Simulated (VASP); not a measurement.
B5C2, 14 atoms in the cell. The structure is monoclinic, space group C2/m (No. 12). Conventional cell: a = 8.425 Å, b = 5.715 Å, c = 5.088 Å, α = 90.00°, β = 116.49°, γ = 90.00°. Within 2.4 Å of B (site symmetry 1) lie 4 B at 1.79 Å and 2 C at 1.79 to 1.82 Å. Within 2.3 Å of B (site symmetry 1) lie 5 B at 1.70 to 1.79 Å and 1 C at 1.79 Å. Within 2.4 Å of B (site symmetry m) lie 4 B at 1.79 Å and 2 C at 1.79 to 1.82 Å. C (site symmetry m) has 1 C at 1.62 Å and 3 B at 1.82 Å within 2.2 Å. Within 2.3 Å of C (site symmetry m) lie 1 C at 1.70 Å and 5 B at 1.79 Å. 

- Program: VASP 6.6.1
- Task: relaxation of cell and atoms
- Functional: PBE
- Potentials or basis: VASP PAW PBE potentials, release 64 (B, C)
- Cutoff: 600 eV
- k mesh: 4 × 4 × 4
- Occupations: gaussian, width 0.2 eV
- Spin: no spin polarisation
- Dipole correction: no
- Further INCAR settings: ALGO = Normal; EDIFF = 1e-06; IBRION = 2; EDIFFG = -0.08; NSW = 36; ISIF = 3

Potentials or basis: VASP PAW PBE potentials, release 64 (B, C).

Launch:

```bash
$ cat potpaw_PBE.64/B/POTCAR potpaw_PBE.64/C/POTCAR > POTCAR
$ mpirun -np 1 vasp_std > vasp.out
```

Hardware: 1 thread of Intel(R) Xeon(R) 6975P-C (Granite Rapids), on a shared host.

Task: How long does it take, and how much memory?

Result: It took 6.3 min on 1 thread of Intel(R) Xeon(R) 6975P-C (Granite Rapids) (shared host), peak memory 0.29 GiB. Counts: scf iterations 80, k points 24, ion steps 11.
